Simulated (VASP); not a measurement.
## Mo: single point with r2SCAN

Crystal: Mo.

```
Mo
1.0
    -1.57342    1.57342    1.57342
     1.57342   -1.57342    1.57342
     1.57342    1.57342   -1.57342
Mo
1
Cartesian
  0.0000 0.0000 0.0000
```

```
Program             : VASP 6.6.1
Task                : single point
Functional          : r2SCAN
Potentials or basis : VASP PAW PBE potentials, release 64 (Mo_sv)
Cutoff              : 520 eV
k mesh              : 13 × 13 × 13
Occupations         : fermi-dirac, width 0.05 eV
Spin                : no spin polarisation
```

| Property | Result |
| --- | --- |
| Pressure | 2.0 GPa |
| Band gap on the k mesh | zero (band 7 reaches 16.36 eV, above the bottom of band 8 at 11.17 eV) |

Levels at points of the mesh, in eV from the Fermi level:
| k point | band 3 | band 4 | band 5 | band 6 | band 7 | band 8 | band 9 | band 10 | band 11 | band 12 |
| --- | --- | --- | --- | --- | --- | --- | --- | --- | --- | --- |
| (0.00, 0.00, 0.00) | -35.85 | -35.85 | -7.83 | -1.58 | -1.58 | -1.58 | 1.76 | 1.76 | 15.35 | 15.35 |

It took 22 s on 1 thread of Intel(R) Xeon(R) 6975P-C (Granite Rapids), on a shared host, peak memory 0.14 GiB.

Caveat: the PAW data sets were made with another functional, which shifts forces and pressure a little.
